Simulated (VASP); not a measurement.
A run of VASP 6.6.1 is set up as follows.

Contents of INCAR:

```
SYSTEM = CdSe
  PREC = Accurate
  ENCUT = 520
  EDIFF = 1E-6
  ISMEAR = 0
  SIGMA = 0.01
  LREAL = .FALSE.
  LASPH = .TRUE.
  NELM = 80
  ALGO = Normal
  ISIF = 2
  LWAVE = .FALSE.
  LCHARG = .FALSE.
  GGA = CA
  NBANDS = 26
```

Contents of KPOINTS:

```
regular mesh
0
G
  6 6 4
  0 0 0
```

File POSCAR:

```
CdSe
1.0
    4.3042663244      0.0000000000      0.0000000000
   -2.1521331622      3.7276039816      0.0000000000
    0.0000000000      0.0000000000      7.0257510288
Cd Se
2 2
Direct
    0.3333333333      0.6666666667      0.0046706144
    0.6666666667      0.3333333333      0.5046706144
    0.3333333333      0.6666666667      0.3803293856
    0.6666666667      0.3333333333      0.8803293856
```

Potentials or basis: VASP PAW LDA potentials, release 64 (Cd, Se).

Run with:

```console
$ cat potpaw_LDA.64/Cd/POTCAR potpaw_LDA.64/Se/POTCAR > POTCAR
$ mpirun -np 1 vasp_std > vasp.out
```

Question: Predict the band gap on the k mesh.

Answer: 0.41 eV.

Question: Estimate the pressure.

Answer: -1.6 GPa.

Caveat: semilocal functionals underestimate gaps, and a narrow one can read as zero. As with any semilocal functional, this LDA gap is likely too small.
